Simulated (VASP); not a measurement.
# BaTe in VASP: a series of runs, part 2 of 2

VASP 6.6.1. Earlier steps stand in the parts before.

**3. Single point, PBE**

This run uses another cell than the first one, of 55.12 Å³/atom.

File INCAR:

```
ALGO     = Normal         # electronic algorithm
EDIFF    = 1E-7           # SCF threshold, eV
ENCUT    = 520            # plane-wave cutoff, eV
GGA      = PE             # functional
ISIF     = 2              # what is computed and relaxed
ISMEAR   = 0              # smearing method
LASPH    = True           # aspherical terms in the spheres
LCHARG   = False          # write CHGCAR
LREAL    = False          # projectors in reciprocal space
LWAVE    = False          # write WAVECAR
NBANDS   = 24             # bands
NELM     = 60             # most SCF steps
PREC     = Accurate       # precision mode
SIGMA    = 0.05           # smearing width, eV
```

File KPOINTS:

```
k-points
0
Gamma
  8 8 4
```

File POSCAR:

```
BaTe
1.0
    5.9702102791      0.0000000000      0.0000000000
   -2.9851051396      5.2737608430      0.0000000000
    0.0000000000      0.0000000000      7.0024277399
Ba Te
2 2
Direct
    0.6666666667      0.3333333333      0.0625865676
    0.3333333333      0.6666666667      0.5625865676
    0.6666666667      0.3333333333      0.5626134324
    0.3333333333      0.6666666667      0.0626134324
```

Potentials or basis: VASP PAW PBE potentials, release 64 (Ba_sv, Te).

Command:

```sh
$ cat potpaw_PBE.64/Ba_sv/POTCAR potpaw_PBE.64/Te/POTCAR > POTCAR
$ mpirun -np 1 vasp_std > vasp.out
```

OUTCAR:

```text
EDIFF = 1E-7
   ENCUT = 520
   GGA = PE
   ISIF = 2
   ISMEAR = 0
   LASPH = True
   LREAL = False
   NELM = 60
   PREC = Accurate

 ion  position               nearest neighbor table
   1  0.667  0.333  0.063-   4 3.46   4 3.46   3 3.50   3 3.50   4 3.52
   2  0.333  0.667  0.563-   3 3.46   3 3.46   4 3.50   4 3.50   3 3.52
   3  0.667  0.333  0.563-   2 3.46   2 3.46   1 3.50   1 3.50   2 3.52
   4  0.333  0.667  0.063-   1 3.46   1 3.46   2 3.50   2 3.50   1 3.52

  LATTYP: Found a base centered orthorhombic cell.
 ALAT       =     5.9702102791
 B/A-ratio  =     1.7666918237
 C/A-ratio  =     1.1728946574

  Lattice vectors:

 A1 = (   2.9851051396,  -5.2737608430,   0.0000000000)
 A2 = (   2.9851051395,   5.2737608430,   0.0000000000)
 A3 = (   0.0000000000,   0.0000000000,   7.0024277399)

Analysis of symmetry for initial positions (statically):
=====================================================================
 Subroutine PRICEL returns:
 Original cell was already a primitive cell.

 Routine SETGRP: Setting up the symmetry group for a
[... 173 lines left out ...]
  energy without entropy =      -16.77371881  energy(sigma->0) =      -16.77371881

 E-fermi :   1.2291     XC(G=0):  -7.0087

 val. band max:        0.9330739089   @ k =   0.0000   0.0000   0.0000
 cond. band min:       2.8745997343   @ k =   0.3750   0.2500   0.0000
 fundamental gap:      1.9415258253
 Fermi energy:         1.2291460130

 k-point     1 :       0.0000    0.0000    0.0000
  band No.  band energies     occupation
      1     -26.3890      2.00000
      2     -26.3758      2.00000
      3     -11.6671      2.00000
      4     -11.6343      2.00000
      5     -11.6304      2.00000
      6     -11.5709      2.00000
[... 637 lines left out ...]
     23       5.5510      0.00000
     24       5.7739      0.00000

 [... further k-points ...]

------------------------ aborting loop because EDIFF is reached ----------------------------------------

  FORCE on cell =-STRESS in cart. coord.  units (eV):
  Direction    XX          YY          ZZ          XY          YZ          ZX
  --------------------------------------------------------------------------------------
  -------------------------------------------------------------------------------------
  Total       -0.1221496     -0.6444065      0.1858055      0.0000000      0.0000000      0.0000000
  in kB       -0.8876545     -4.6828668      1.3502385      0.0000000      0.0000000      0.0000000
  external PRESSURE =      -1.4067609 kB  Pullay stress =       0.0000000 kB

 VOLUME and BASIS-vectors are now :
 -----------------------------------------------------------------------------
  energy-cutoff  :      520.00
  volume of cell :      220.47
      direct lattice vectors                 reciprocal lattice vectors
     5.970210279  0.000000000  0.000000000     0.167498288  0.094809002  0.000000000
    -2.985105140  5.273760843  0.000000000     0.000000000  0.189618003  0.000000000
     0.000000000  0.000000000  7.002427740     0.000000000  0.000000000  0.142807614

 POSITION                                       TOTAL-FORCE (eV/Angst)
 -----------------------------------------------------------------------------------
      2.98511      1.75792      0.43826         0.000000     -0.068210      0.000476
     -0.00000      3.51584      3.93947        -0.000000      0.068210      0.000476
      2.98511      1.75792      3.93966         0.000000     -0.066686     -0.000476
     -0.00000      3.51584      0.43845        -0.000000      0.066686     -0.000476
 -----------------------------------------------------------------------------------
    total drift:                               -0.000000     -0.000000      0.000095

  FREE ENERGIE OF THE ION-ELECTRON SYSTEM (eV)
  ---------------------------------------------------
  free  energy   TOTEN  =       -16.7737188051 eV

  energy  without entropy=      -16.7737188051  energy(sigma->0) =      -16.77371881
```

OSZICAR:

```text
N       E                     dE             d eps       ncg     rms          rms(c)
DAV:   1     0.226622670260E+03    0.22662E+03   -0.12020E+04  3024   0.106E+03
DAV:   2     0.459632149697E+01   -0.22203E+03   -0.21040E+03  4000   0.205E+02
DAV:   3    -0.162174614848E+02   -0.20814E+02   -0.20703E+02  4264   0.699E+01
DAV:   4    -0.173353299682E+02   -0.11179E+01   -0.11169E+01  4984   0.134E+01
DAV:   5    -0.173516519356E+02   -0.16322E-01   -0.16320E-01  3784   0.185E+00    0.507E+00
DAV:   6    -0.168244452520E+02    0.52721E+00   -0.82050E-01  4384   0.290E+00    0.345E+00
DAV:   7    -0.167440371580E+02    0.80408E-01   -0.62854E-01  4096   0.277E+00    0.131E+00
DAV:   8    -0.167620400818E+02   -0.18003E-01   -0.79564E-02  3808   0.124E+00    0.295E-01
DAV:   9    -0.167675901297E+02   -0.55500E-02   -0.11303E-02  3952   0.452E-01    0.186E-01
DAV:  10    -0.167715357641E+02   -0.39456E-02   -0.23367E-03  3576   0.181E-01    0.527E-02
DAV:  11    -0.167735035353E+02   -0.19678E-02   -0.24608E-03  3624   0.186E-01    0.338E-02
DAV:  12    -0.167736913604E+02   -0.18783E-03   -0.25292E-04  3824   0.602E-02    0.808E-03
DAV:  13    -0.167737153688E+02   -0.24008E-04   -0.38068E-05  3872   0.236E-02    0.978E-03
DAV:  14    -0.167737183802E+02   -0.30114E-05   -0.52599E-06  3896   0.904E-03    0.136E-03
DAV:  15    -0.167737189573E+02   -0.57706E-06   -0.90118E-07  3392   0.378E-03    0.122E-03
DAV:  16    -0.167737187706E+02    0.18666E-06   -0.33618E-08  2960   0.932E-04    0.345E-04
DAV:  17    -0.167737188051E+02   -0.34514E-07   -0.26109E-08  2856   0.718E-04
   1 F= -.16773719E+02 E0= -.16773719E+02  d E =-.652050E-19
```

stdout:

```text
POSCAR found type information on POSCAR BaTe
 POSCAR found :  2 types and       4 ions
 scaLAPACK will be used
 LDA part: xc-table for (Slater+PW92), standard interpolation
 POSCAR, INCAR and KPOINTS ok, starting setup
 FFT: planning ... GRIDC
 FFT: planning ... GRID_SOFT
 FFT: planning ... GRID
 WAVECAR not read
 entering main loop
```

Run time: 4.2 min. Hardware: 1 thread of Intel Xeon 6975P-C (Granite Rapids), shared host; peak memory 0.53 GiB.

Results:

```yaml
Free_energy: -16.7737 eV
Pressure: -0.1 GPa
Largest_force: 0.068 eV/Å
Band_gap_on_the_k_mesh: 1.94 eV (least direct gap 2.24 eV)
```

Forces on the atoms (eV/Å):
```
Ba   0.000 -0.068  0.000
Ba   0.000  0.068  0.000
Te   0.000 -0.067  0.000
Te   0.000  0.067  0.000
```

Stress tensor (GPa, compression positive):
```
-0.09  0.00  0.00
 0.00 -0.47  0.00
 0.00  0.00  0.14
```

Caveat: spin-orbit coupling is left out, which moves the levels of the heavy elements. A k mesh can miss the band edges.

**4. Relaxation of shape and atoms at fixed volume, PBE (51.07 Å³/atom)**

This run uses another cell than the first one, of 51.07 Å³/atom.

File INCAR:

```
SYSTEM = BaTe
  ALGO = Normal
  EDIFF = 1E-6
  EDIFFG = -0.01
  ENCUT = 600
  GGA = PE
  IBRION = 2
  ISIF = 4
  ISMEAR = 0
  LASPH = .True.
  LCHARG = .False.
  LREAL = .False.
  LWAVE = .False.
  NELM = 80
  NSW = 60
  PREC = Accurate
  SIGMA = 0.05
```

File KPOINTS:

```
k-points
0
Gamma
  8 8 4
  0 0 0
```

File POSCAR:

```
BaTe
1.0
    5.8540413139      0.0000000000      0.0000000000
   -2.9270206570      5.0697484927      0.0000000000
    0.0000000000      0.0000000000      6.8825303309
Ba Te
2 2
Direct
    0.6666666667      0.3333333333      0.0625966318
    0.3333333333      0.6666666667      0.5625966318
    0.6666666667      0.3333333333      0.5626033682
    0.3333333333      0.6666666667      0.0626033682
```

Command:

```sh
$ cat potpaw_PBE.64/Ba_sv/POTCAR potpaw_PBE.64/Te/POTCAR > POTCAR
$ mpirun -np 1 vasp_std > vasp.out
```

Run time: 2.4 min. Hardware: 1 thread of Intel Xeon 6975P-C (Granite Rapids), shared host; peak memory 0.43 GiB.

The run converged. Its results:

* Free energy: -16.7075 eV
* Energy gained by relaxing: 0.1 meV/atom
* Ionic steps: 2
* Pressure after relaxing: 1.7 GPa
* Band gap on the k mesh: 1.83 eV (least direct gap 2.14 eV)

Step by step:
```
step  energy change (eV)  largest force (eV/Å)  pressure (GPa)  volume (Å³)
   1              0.0000                0.0001            1.71       204.26
   2             -0.0003                0.0001            1.70       204.26
```

Final structure:
```xyz
4
Lattice="5.8477 0.0000 0.0000 -2.9238 5.0642 0.0000 0.0000 0.0000 6.8975" Properties=species:S:1:pos:R:3 pbc="T T T"
Ba    2.9238    1.6881    0.4318
Ba    0.0000    3.3762    3.8805
Te    2.9238    1.6881    3.8806
Te    0.0000    3.3762    0.4318
```

Levels at points of the mesh, in eV from the valence-band top:
```tsv
k point	band 13	band 14	band 15	band 16	band 17	band 18	band 19	band 20
(0.00, 0.00, 0.00)	-1.04	-1.04	-0.96	0.00	2.39	2.70	2.70	3.63
(0.50, 0.00, 0.00)	-0.86	-0.79	-0.58	-0.42	2.25	2.72	2.89	3.85
(0.00, 0.00, 0.50)	-1.19	-1.19	-1.19	-1.19	3.22	3.22	4.24	4.24
(0.50, 0.00, 0.50)	-1.00	-1.00	-0.78	-0.78	3.09	3.09	3.88	3.88
```

Caveat: spin-orbit coupling is left out, which moves the levels of the heavy elements.

**5. Overview**

| task | cell | cutoff (eV) | gap on the mesh (eV) | pressure (GPa) | largest force (eV/Å) |
| --- | --- | --- | --- | --- | --- |
| single point | a = 6.030, b = 5.985, c = 7.002 Å, angles 90.0, 90.0, 120.2°, 4 atoms | 520 | 1.93 | 0.1 | 0.04 |
| single point | a = 5.970, b = 6.060, c = 7.002 Å, angles 90.0, 90.0, 119.5°, 4 atoms | 520 | 1.94 | -0.1 | 0.07 |
| relaxation of shape and atoms at fixed volume | relaxed from a = 5.854, b = 5.854, c = 6.883 Å, angles 90.0, 90.0, 120.0°, 4 atoms | 600 | 1.83 | 1.7 | - |

Alike in all rows: level PBE; potentials or basis VASP PAW PBE potentials, release 64 (Ba_sv, Te); no spin polarisation; k mesh 8 × 8 × 4; smearing gaussian 0.05 eV.

Caveats: spin-orbit coupling is left out, which moves the levels of the heavy elements.

Total energies depend on the potentials used, so only differences within one code and one set of settings carry meaning.
